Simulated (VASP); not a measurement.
The system is Al3Si2N3.

```xyz
8
Lattice="3.0346 -0.0362 -0.0514 -0.0392 3.3318 0.0817 -0.1590 0.2335 9.4662" Properties=species:S:1:pos:R:3 pbc="T T T"
Al    1.2728    1.7328    6.4698
Al    0.0316   -0.0383    4.6138
Al    1.3361    1.6959    2.4127
Si    0.0324    0.1378    0.4539
Si   -0.2963    1.9914    8.4135
N     1.5669   -0.0870    5.8792
N     0.0738    2.0604    3.6243
N     1.4167   -0.0844    1.3253
```

| Property | Result |
| --- | --- |
| Program | VASP 6.6.1 |
| Task | relaxation of cell and atoms |
| Functional | PBE |
| Potentials or basis | VASP PAW PBE potentials, release 64 (Al, Si, N) |
| Cutoff | 600 eV |
| k mesh | 8 × 6 × 2 |
| Occupations | gaussian, width 0.2 eV |
| Spin | no spin polarisation |

At the start: pressure 18.3 GPa; volume 11.95 Å³/atom.

How do energy, volume and symmetry change on relaxing?

Over 30 steps the energy falls by 452.8 meV/atom and the volume is 12.59 Å³/atom (+5.3 %); space group Pmm2 (No. 25, to 0.05 Å).

Step by step:
```tsv
step	energy change (eV)	largest force (eV/Å)	pressure (GPa)	volume (Å³)
1	0.0000	8.7567	18.32	95.61
2	-0.6091	5.7148	-5.95	115.62
3	-2.4597	2.8052	-2.40	103.73
4	-2.4734	2.7155	-1.97	103.32
5	-2.4806	2.6114	-1.27	102.70
6	-3.1409	1.5125	-3.03	102.89
7	-3.1553	1.6353	-2.97	102.92
8	-3.4365	0.8345	1.32	99.78
9	-3.4425	0.8970	2.18	99.26
10	-3.5483	0.4805	-0.06	100.54
11	-3.5485	0.5166	-0.14	100.59
12	-3.5806	0.3013	-0.19	100.73
13	-3.5816	0.3935	-0.19	100.76
14	-3.5970	0.2034	0.14	100.61
15	-3.5983	0.2204	0.28	100.55
16	-3.6069	0.1477	-0.15	100.82
17	-3.6090	0.1866	-0.48	101.02
18	-3.6140	0.1543	0.18	100.60
19	-3.6140	0.1506	0.16	100.61
20	-3.6169	0.0808	0.13	100.63
21	-3.6172	0.1052	0.12	100.64
22	-3.6194	0.0781	-0.18	100.84
23	-3.6196	0.0970	-0.31	100.93
24	-3.6212	0.0668	0.13	100.64
25	-3.6212	0.0694	0.19	100.61
26	-3.6222	0.0408	0.05	100.69
27	-3.6222	0.0437	0.04	100.70
28	-3.6226	0.0353	-0.09	100.79
29	-3.6226	0.0366	-0.11	100.80
30	-3.6228	0.0237	0.05	100.70
```

Final structure:
```
Al Si N
1.0
     3.10799   -0.00003   -0.00023
     0.00048    3.36912   -0.00067
     0.00215    0.00089    9.61644
Al Si N
3 2 3
Direct
  0.50080 0.50010 0.69338
  0.99966 0.99981 0.48179
  0.49944 0.50018 0.26059
  0.00001 0.00012 0.04762
  0.00075 0.50012 0.89346
  0.49958 0.99982 0.59370
  0.99976 0.49987 0.37401
  0.50000 0.99998 0.15545
```
